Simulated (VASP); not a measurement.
Write the native input for VASP 6.6.1 that does the following.

```
Task                   : single point
Functional             : PBEsol
Potentials or basis    : VASP PAW PBE potentials, release 64 (Al)
Cutoff                 : 520 eV
k mesh                 : 14 × 14 × 7
Occupations            : fermi-dirac, width 0.1 eV
Spin                   : no spin polarisation
Dipole correction      : no
Further INCAR settings : ALGO = Normal; EDIFF = 1e-07; NBANDS = 10
```

The structure of Al lies in POSCAR:

```
Al
1.0
    2.8124550000      0.0000000000      0.0000000000
   -1.4062280000      2.4356580000      0.0000000000
    0.0000000000      0.0000000000      4.8668500000
Al
2
Direct
    0.6666666667      0.3333333333      0.7500000000
    0.3333333333      0.6666666667      0.2500000000
```

One way to write it, as run:

INCAR

```
ALGO = Normal
EDIFF = 1E-7
ENCUT = 520
GGA = PS
ISIF = 2
ISMEAR = -1
LASPH = T
LCHARG = F
LREAL = F
LWAVE = F
NBANDS = 10
NELM = 80
PREC = Accurate
SIGMA = 0.1
```

KPOINTS

```
k-points
0
Gamma
  14 14 7
```

Potentials or basis: VASP PAW PBE potentials, release 64 (Al).

The run is started by

```sh
$ cat potpaw_PBE.64/Al/POTCAR > POTCAR
$ mpirun -np 1 vasp_std > vasp.out
```

It gave:

```json
{
 "Pressure": "-1.3 GPa",
 "Band gap on the k mesh": "zero (band 3 reaches 10.32 eV, above the bottom of band 4 at 5.00 eV)"
}
```

Caveat: the PAW data sets were made with another functional, which shifts forces and pressure a little.

Run time: 21 s on 1 thread of AMD EPYC 7R13 Processor (Zen 3) (shared host), peak memory 0.13 GiB.
